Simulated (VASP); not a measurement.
Set up this calculation in VASP 6.6.1, as the native input.

```
Task                   : single point
Functional             : PBEsol
Potentials or basis    : VASP PAW PBE potentials, release 64 (Mo_sv, S)
Cutoff                 : 520 eV
k mesh                 : 6 × 6 × 2
Occupations            : fermi-dirac, width 0.03 eV
Spin                   : no spin polarisation
Dipole correction      : no
Further INCAR settings : ALGO = Normal; EDIFF = 1e-06; NBANDS = 35
```

The structure of MoS2 lies in POSCAR:

```
MoS2
1.0
    3.1690000000      0.0000000000      0.0000000000
   -1.5845000000      2.7444345046      0.0000000000
    0.0000000000      0.0000000000     12.3240000000
Mo S
2 4
Direct
    0.6666666667      0.3333333333      0.7500000000
    0.3333333333      0.6666666667      0.2500000000
    0.6666666667      0.3333333333      0.3770000000
    0.3333333333      0.6666666667      0.8770000000
    0.6666666667      0.3333333333      0.1230000000
    0.3333333333      0.6666666667      0.6230000000
```

The input as run:

INCAR

```
SYSTEM = MoS2
PREC     = Accurate       ! precision mode
ENCUT    = 520            ! plane-wave cutoff, eV
EDIFF    = 1E-6           ! SCF threshold, eV
ISMEAR   = -1             ! smearing method
SIGMA    = 0.03           ! smearing width, eV
LREAL    = .FALSE.        ! projectors in reciprocal space
LASPH    = .TRUE.         ! aspherical terms in the spheres
NELM     = 100            ! most SCF steps
ALGO     = Normal         ! electronic algorithm
ISIF     = 2              ! what is computed and relaxed
LWAVE    = .FALSE.        ! write WAVECAR
LCHARG   = .FALSE.        ! write CHGCAR
GGA      = PS             ! functional
NBANDS   = 35             ! bands
```

KPOINTS

```
regular mesh
0
G
  6 6 2
  0 0 0
```

Potentials or basis: VASP PAW PBE potentials, release 64 (Mo_sv, S).

Launch:

```sh
$ cat potpaw_PBE.64/Mo_sv/POTCAR potpaw_PBE.64/S/POTCAR > POTCAR
$ mpirun -np 1 vasp_std > vasp.out
```

It gave:

| Item | Value |
| --- | --- |
| Pressure | -3.0 GPa |
| Largest force | 0.307 eV/Å |
| Band gap on the k mesh | 0.86 eV, indirect (least direct gap 1.65 eV) |

Caveat: the PAW data sets were made with another functional, which shifts forces and pressure a little; this functional lacks dispersion, which binds the layers, so the pressure and a relaxed spacing across them are unreliable.

It took 20 s on 1 thread of Intel(R) Xeon(R) 6975P-C (Granite Rapids), with other jobs on the host, peak memory 0.23 GiB.
